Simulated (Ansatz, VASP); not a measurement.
## In: VASP beside Ansatz

File INCAR:

```
PREC = Accurate
ENCUT = 520
EDIFF = 1E-6
ISMEAR = 0
SIGMA = 0.15
LREAL = F
LASPH = T
NELM = 80
ALGO = Fast
ISIF = 2
LWAVE = F
LCHARG = F
GGA = PE
NBANDS = 12
```

The input KPOINTS:

```
Automatic mesh
0
Gamma
  20 20 20
```

The input POSCAR:

```
In
1.0
   -1.6017577500      1.6017577500      2.4739500000
    1.6017577500     -1.6017577500      2.4739500000
    1.6017577500      1.6017577500     -2.4739500000
In
1
Direct
    0.0000000000      0.0000000000      0.0000000000
```

Input for Ansatz:

```yaml
crystal:
  lattice:
    - [-1.60175775, 1.60175775, 2.47395]
    - [1.60175775, -1.60175775, 2.47395]
    - [1.60175775, 1.60175775, -2.47395]
  atoms:
    - { symbol: In, position: [0.0, 0.0, 0.0] }
basis:
  ecutwfc: 420
kpoints:
  mp_grid: { grid: [20, 20, 20] }
hamiltonian:
  xc: pbe
scf:
  occupations: { method: gaussian, width: 0.15 }
output:
  forces: true
  stress: true
  eigenvalues: true
```

Change from the starting cell: strain -0.015 along x and y, +0.000 along z, atoms carried along.

Alike in both runs: task single point; functional PBE; k mesh 20 × 20 × 20; occupations gaussian, width 0.15 eV; no spin polarisation.

|  | VASP | Ansatz |
| --- | --- | --- |
| version | VASP 6.6.1 | Ansatz 0.2.0 |
| potentials or method | VASP PAW PBE potentials, release 64 (In_d), cutoff 520 eV | scalar-relativistic, plane waves, PAW |
| valence electrons in the cell | 13 | 13 |

```csv
,VASP,Ansatz,Ansatz less VASP
gap on the k mesh at the Fermi level (eV),none,none,-
pressure (GPa),3.5,3.5,0.00
"traceless stress, the component that is largest in VASP (GPa)",-0.21,-0.21,+0.006
```

A gap of «none» marks a metal or a gap that the smearing closes. The functional is the same, so the differences come from potentials, cutoffs and numerics.
